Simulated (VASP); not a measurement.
# RbDy4C (P6/mmm) in VASP: notebook

Runs on RbDy4C. Level: PBE. Tasks: single point.

Program: VASP 6.6.1. These are calculated values, not measurements. Logs are shortened: lines on timing, memory, paths and dates and some standing lists are left out, and cuts for length are marked.

**1. The cell of the first run**

Symmetry: P6/mmm, No. 191, hexagonal system. Conventional cell: a = 4.671 Å, b = 4.671 Å, c = 13.105 Å, α = 90.00°, β = 90.00°, γ = 120.00°. Within 5.7 Å of Rb (site symmetry 6/mmm) lie 2 Dy at 4.31 Å and 6 Rb at 4.67 Å. Dy (site symmetry -6m2) has 9 Dy at 2.70 to 3.51 Å and 3 C at 2.70 Å within 3.6 Å. Within 3.0 Å of Dy (site symmetry 6mm) lie 1 C at 2.24 Å. Within 3.0 Å of C (site symmetry 6/mmm) lie 8 Dy at 2.24 to 2.70 Å.

The cell was generated, and may not be a known phase.

**2. Single point, PBE**

INCAR

```
SYSTEM = RbDy4C
PREC     = Accurate       ! precision mode
ENCUT    = 600            ! plane-wave cutoff, eV
EDIFF    = 1E-6           ! SCF threshold, eV
ISMEAR   = 0              ! smearing method
SIGMA    = 0.1            ! smearing width, eV
LREAL    = .False.        ! projectors in reciprocal space
LASPH    = .True.         ! aspherical terms in the spheres
NELM     = 200            ! most SCF steps
ALGO     = Normal         ! electronic algorithm
ISIF     = 2              ! what is computed and relaxed
LWAVE    = .False.        ! write WAVECAR
LCHARG   = .False.        ! write CHGCAR
GGA      = PE             ! functional
NBANDS   = 34             ! bands
GGA_COMPAT= .False.      
LMAXMIX  = 6              ! l up to which the mixer works
```

KPOINTS

```
regular mesh
0
Gamma
  6 6 2
  0 0 0
```

POSCAR

```
RbDy4C
1.0
    4.6706090703      0.0000000000      0.0000000000
   -2.3353045352      4.0448661061      0.0000000000
    0.0000000000      0.0000000000     13.1049157102
Rb Dy C
1 4 1
Direct
    0.0000000000      0.0000000000      0.5000000000
    0.3333333333      0.6666666667      0.0000000000
    0.6666666667      0.3333333333      0.0000000000
    0.0000000000      0.0000000000      0.1712616346
    0.0000000000      0.0000000000      0.8287383654
    0.0000000000      0.0000000000      0.0000000000
```

Potentials or basis: VASP PAW PBE potentials, release 64 (Rb_sv, Dy_3, C), 4f in core.

Run with:

```console
$ cat potpaw_PBE.64/Rb_sv/POTCAR potpaw_PBE.64/Dy_3/POTCAR potpaw_PBE.64/C/POTCAR > POTCAR
$ mpirun -np 1 vasp_std > vasp.out
```

OUTCAR:

```text
SYSTEM = RbDy4C
   PREC = Accurate
   ENCUT = 600
   EDIFF = 1E-6
   ISMEAR = 0
   LREAL = .False.
   LASPH = .True.
   NELM = 200
   ISIF = 2
   GGA = PE

 ion  position               nearest neighbor table
   1  0.000  0.000  0.500-   4 4.31   5 4.31
   2  0.333  0.667  0.000-   3 2.70   6 2.70   3 2.70   6 2.70   6 2.70   3 2.70   5 3.51   4 3.51
                             4 3.51   5 3.51   4 3.51   5 3.51
   3  0.667  0.333  0.000-   2 2.70   6 2.70   2 2.70   6 2.70   6 2.70   2 2.70   5 3.51   4 3.51
                             5 3.51   4 3.51   5 3.51   4 3.51
   4  0.000  0.000  0.171-   6 2.24   3 3.51   2 3.51   3 3.51   2 3.51   3 3.51   2 3.51   1 4.31

   5  0.000  0.000  0.829-   6 2.24   3 3.51   2 3.51   3 3.51   2 3.51   3 3.51   2 3.51   1 4.31

   6  0.000  0.000  0.000-   4 2.24   5 2.24   2 2.70   3 2.70   3 2.70   2 2.70   3 2.70   2 2.70

  LATTYP: Found a hexagonal cell.
 ALAT       =     4.6706090703
 C/A-ratio  =     2.8058258597

  Lattice vectors:

 A1 = (   4.6706090703,   0.0000000000,   0.0000000000)
 A2 = (  -2.3353045352,   4.0448661061,   0.0000000000)
 A3 = (   0.0000000000,   0.0000000000,  13.1049157102)

Analysis of symmetry for initial positions (statically):
=====================================================================
 Subroutine PRICEL returns:
 Original cell was already a primitive cell.

 Routine SETGRP: Setting up the symmetry group for a
 hexagonal supercell.

 Subroutine GETGRP returns: Found 24 space group operations
 (whereof 24 operations were pure point group operations)
 out of a pool of 24 trial point group operations.

The static configuration has the point symmetry D_6h.

Analysis of symmetry for dynamics (positions and initial velocities):
=====================================================================
 Subroutine PRICEL returns:
 Original cell was already a primitive cell.

 Routine SETGRP: Setting up the symmetry group for a
 hexagonal supercell.

 Subroutine GETGRP returns: Found 24 space group operations
 (whereof 24 operations were pure point group operations)
 out of a pool of 24 trial point group operations.

The dynamic configuration has the point symmetry D_6h.

 Subroutine INISYM returns: Found 24 space group operations
 (whereof 24 operations are pure point group operations),
 and found     1 'primitive' translations

----------------------------------------------------------------------------------------

                                     Primitive cell

  volume of cell :     247.5779

  direct lattice vectors                    reciprocal lattice vectors
     4.670609070  0.000000000  0.000000000     0.214104838  0.123613486  0.000000000
    -2.335304535  4.044866106  0.000000000     0.000000000  0.247226972  0.000000000
     0.000000000  0.000000000 13.104915710     0.000000000  0.000000000  0.076307244

  length of vectors
     4.670609070  4.670609070 13.104915710     0.247226972  0.247226972  0.076307244

  position of ions in fractional coordinates (direct lattice)
     0.000000000  0.000000000  0.500000000
     0.333333333  0.666666667  0.000000000
     0.666666667  0.333333333  0.000000000
     0.000000000  0.000000000  0.171261635
     0.000000000  0.000000000  0.828738365
     0.000000000  0.000000000  0.000000000

  ion indices of the primitive-cell ions
   primitive index   ion index
                 1           1
                 2           2
                 3           3
                 4           4
                 5           5
                 6           6

----------------------------------------------------------------------------------------

 KPOINTS: regular mesh

Automatic generation of k-mesh.
 Grid dimensions read from file:
 generate k-points for:    6    6    2

 Generating k-lattice:

  Cartesian coordinates                     Fractional coordinates (reciprocal lattice)
     0.035684140  0.020602248  0.000000000     0.166666667  0.000000000  0.000000000
     0.000000000  0.041204495  0.000000000     0.000000000  0.166666667  0.000000000
     0.000000000  0.000000000  0.038153622     0.000000000  0.000000000  0.500000000

  Length of vectors
     0.041204495  0.041204495  0.038153622

  Shift w.r.t. Gamma in fractional coordinates (k-lattice)
     0.000000000  0.000000000  0.000000000

 Subroutine IBZKPT returns following result:
 ===========================================

 Found     14 irreducible k-points:

 Following reciprocal coordinates:
            Coordinates               Weight
  0.000000  0.000000  0.000000      1.000000
  0.166667 -0.000000  0.000000      6.000000
  0.333333 -0.000000  0.000000      6.000000
  0.500000  0.000000  0.000000      3.000000
  0.166667  0.166667  0.000000      6.000000
  0.333333  0.166667  0.000000     12.000000
  0.333333  0.333333  0.000000      2.000000
  0.000000  0.000000  0.500000      1.000000
  0.166667 -0.000000  0.500000      6.000000
  0.333333 -0.000000  0.500000      6.000000
  0.500000  0.000000  0.500000      3.000000
  0.166667  0.166667  0.500000      6.000000
  0.333333  0.166667  0.500000     12.000000
  0.333333  0.333333  0.500000      2.000000
   k-points           NKPTS =     14   k-points in BZ     NKDIM =     14   number of bands    NBANDS=     34
   number of dos      NEDOS =    301   number of ions     NIONS =      6
   total plane-waves  NPLWV = 172800
   dimension x,y,z NGX =    40 NGY =   40 NGZ =  108
   dimension x,y,z NGXF=    80 NGYF=   80 NGZF=  216
   ions per type =               1   4   1
   NGX,Y,Z   is equivalent  to a cutoff of  14.24, 14.24, 13.70 a.u.
   NGXF,Y,Z  is equivalent  to a cutoff of  28.48, 28.48, 27.40 a.u.
 SYSTEM =  RbDy4C
   PREC   = accura    normal or accurate (medium, high low for compatibility)
   ISTART =      0    job   : 0-new  1-cont  2-samecut
   ICHARG =      2    charge: 1-file 2-atom 10-const
   ISPIN  =      1    spin polarized calculation?
   LNONCOLLINEAR =      F non collinear calculations
   LSORBIT =      F    spin-orbit coupling
   LASPH  =      T    aspherical Exc in radial PAW
   ENCUT  =  600.0 eV  44.10 Ry    6.64 a.u.   9.33  9.33 26.17*2*pi/ulx,y,z
   NELM   =    200;   NELMIN=  2; NELMDL= -5     # of ELM steps
   EDIFF  = 0.1E-05   stopping-criterion for ELM
   LREAL  =      F    real-space projection
   EDIFFG = 0.1E-04   stopping-criterion for IOM
   NSW    =      0    number of steps for IOM
   IBRION =     -1    ionic relax: 0-MD 1-quasi-New 2-CG
   NFREE  =      0    steps in history (QN), initial steepest desc. (CG)
   ISIF   =      2    stress and relaxation
   ISYM   =      2    0-nonsym 1-usesym 2-fastsym
   POTIM  = 0.5000    time-step for ionic-motion
   TEBEG  =    0.0;   TEEND  =   0.0 temperature during run
   PSTRESS=    0.0 pullay stress
   NELECT =      49.0000    total number of electrons
   NUPDOWN=      -1.0000    fix difference up-down
   EMIN   =  10.00;   EMAX   =-10.00  energy-range for DOS
   EFERMI =   0.00;   METHOD = LEGACY
   ISMEAR =     0;   SIGMA  =   0.10  broadening in eV -4-tet -1-fermi 0-gaus
   EFERMI_NEDOS =   21; number of points for ismear=-14 and -15
   IALGO  =     38    algorithm
   IMIX   =      4    mixing-type and parameters
     AMIX     =   0.40;   BMIX     =  1.00
     AMIX_MAG =   1.60;   BMIX_MAG =  1.00
  volume/ion in A,a.u.               =      41.26       278.46
  Fermi-wavevector in a.u.,A,eV,Ry     =   0.954047  1.802887 12.384088  0.910205
  Thomas-Fermi vector in A             =   2.082757
   LORBIT       =      0    0 simple, 1 ext, 2 COOP (PROOUT), +10 PAW based schemes
   GGA     = PE    functional components
   LHFCALC =     F    Hartree Fock is set to
   AEXX    =    0.0000 exact exchange contribution
   IVDW    =     0    specifies the selected vdW correction
   LEPSILON=     F    determine dielectric tensor
   LRPA    =     F    only Hartree local field effects (RPA)
 non-spin polarized calculation
 Gauss-broadening in eV      SIGMA  =   0.10
  energy-cutoff  :      600.00
  volume of cell :      247.58
 maximum number of plane-waves:      8320
 NGX is ok and might be reduce to    40
   NGX = 19   NGY = 19   NGZ = 53

 number of electron      49.0000000 magnetization

 Free energy of the ion-electron system (eV)
  ---------------------------------------------------
  ext. energy  EPLUGINS =         0.00000000
  ---------------------------------------------------
  free energy    TOTEN  =       -25.09852661 eV

  energy without entropy =      -25.07384194  energy(sigma->0) =      -25.08618427

 E-fermi :   1.4096     XC(G=0):  -7.6489

 val. band max:        1.3773275116   @ k =   0.0000   0.0000   0.5000
 cond. band min:       1.4606574737   @ k =   0.3333   0.3333   0.5000
 fundamental gap:      0.0833299621
 Fermi energy:         1.4096027895

 k-point     1 :       0.0000    0.0000    0.0000
  band No.  band energies     occupation
      1     -27.5515      2.00000
      2     -22.8982      2.00000
      3     -22.8982      2.00000
      4     -22.2660      2.00000
      5     -22.2369      2.00000
      6     -22.1433      2.00000
[... 26 lines left out ...]
     33       4.9433      0.00000
     34       5.2320      0.00000

 k-point     2 :       0.1667   -0.0000    0.0000
  band No.  band energies     occupation
      1     -27.5496      2.00000
      2     -22.9646      2.00000
      3     -22.8276      2.00000
      4     -22.2550      2.00000
      5     -22.2442      2.00000
      6     -22.1406      2.00000
[... 26 lines left out ...]
     33       4.3494      0.00000
     34       4.4631      0.00000

 k-point     3 :       0.3333   -0.0000    0.0000
  band No.  band energies     occupation
      1     -27.5459      2.00000
      2     -23.0812      2.00000
      3     -22.7029      2.00000
      4     -22.2295      2.00000
      5     -22.2009      2.00000
      6     -22.1710      2.00000
[... 26 lines left out ...]
     33       3.5596      0.00000
     34       4.0773      0.00000
[... 334 lines left out ...]
 k-point    13 :       0.3333    0.1667    0.5000
  band No.  band energies     occupation
      1     -27.5440      2.00000
      2     -23.2159      2.00000
      3     -22.4712      2.00000
      4     -22.2087      2.00000
      5     -22.1869      2.00000
      6     -22.1818      2.00000
[... 26 lines left out ...]
     33       3.5825      0.00000
     34       3.6609      0.00000

 k-point    14 :       0.3333    0.3333    0.5000
  band No.  band energies     occupation
      1     -27.5431      2.00000
      2     -23.2992      2.00000
      3     -22.2089      2.00000
      4     -22.2089      2.00000
      5     -22.1902      2.00000
      6     -22.1721      2.00000
[... 26 lines left out ...]
     33       3.1828      0.00000
     34       3.1828      0.00000

------------------------ aborting loop because EDIFF is reached ----------------------------------------

  FORCE on cell =-STRESS in cart. coord.  units (eV):
  Direction    XX          YY          ZZ          XY          YZ          ZX
  --------------------------------------------------------------------------------------
  -------------------------------------------------------------------------------------
  Total        0.4097388      0.4097388      0.6566147     -0.0000000     -0.0000000      0.0000000
  in kB        2.6515863      2.6515863      4.2492207     -0.0000000     -0.0000000      0.0000000
  external PRESSURE =       3.1841311 kB  Pullay stress =       0.0000000 kB

 VOLUME and BASIS-vectors are now :
 -----------------------------------------------------------------------------
  energy-cutoff  :      600.00
  volume of cell :      247.58
      direct lattice vectors                 reciprocal lattice vectors
     4.670609070  0.000000000  0.000000000     0.214104838  0.123613486  0.000000000
    -2.335304535  4.044866106  0.000000000     0.000000000  0.247226972  0.000000000
     0.000000000  0.000000000 13.104915710     0.000000000  0.000000000  0.076307244

 POSITION                                       TOTAL-FORCE (eV/Angst)
 -----------------------------------------------------------------------------------
      0.00000      0.00000      6.55246         0.000000      0.000000      0.000000
     -0.00000      2.69658      0.00000        -0.000000      0.000000      0.000000
      2.33530      1.34829      0.00000         0.000000     -0.000000      0.000000
      0.00000      0.00000      2.24437         0.000000     -0.000000      0.121691
      0.00000      0.00000     10.86055         0.000000      0.000000     -0.121691
      0.00000      0.00000      0.00000         0.000000      0.000000      0.000000
 -----------------------------------------------------------------------------------
    total drift:                                0.000000     -0.000000      0.000000

  FREE ENERGIE OF THE ION-ELECTRON SYSTEM (eV)
  ---------------------------------------------------
  free  energy   TOTEN  =       -25.0985266085 eV

  energy  without entropy=      -25.0738419413  energy(sigma->0) =      -25.08618427
```

Run time: 3.9 min. Hardware: 1 thread of Intel Xeon Platinum 8259CL at 2.50GHz (Skylake/Cascade Lake), shared host; peak memory 0.5 GiB.

Results:

```yaml
Free_energy: -25.0985 eV
Pressure: 0.3 GPa
Largest_force: 0.122 eV/Å
Band_gap_on_the_k_mesh: zero (an odd number of electrons rules out a gap without spin polarisation)
```

Forces in eV/Å, atoms in the order of the input:
```
Rb   0.000  0.000  0.000
Dy   0.000  0.000  0.000
Dy   0.000  0.000  0.000
Dy   0.000  0.000  0.122
Dy   0.000  0.000 -0.122
C    0.000  0.000  0.000
```

Stress tensor (GPa, compression positive):
```
0.27 0.00 0.00
0.00 0.27 0.00
0.00 0.00 0.42
```

Levels at points of the mesh, in eV from the Fermi level:
```
           k point  band 23  band 24  band 25  band 26  band 27  band 28
(0.00, 0.00, 0.00)    -1.23    -0.40    -0.40     0.74     1.08     1.52
(0.50, 0.00, 0.00)    -0.25    -0.15     0.20     0.34     0.61     0.63
(0.00, 0.00, 0.50)    -0.88    -0.40    -0.40    -0.03     1.53     1.53
(0.50, 0.00, 0.50)    -0.27    -0.15     0.27     0.33     0.53     0.61
```

Caveat: spin-orbit coupling is left out, which moves the levels of the heavy elements; the 4f electrons are frozen in the core, so they carry no moment and show no levels. Spin polarisation is off, so any magnetic state and its effect on volume and gap are missing.

(Continued in part 2 of 2.)

The gap in the log of VASP goes by the Fermi energy; the results here count the filled bands.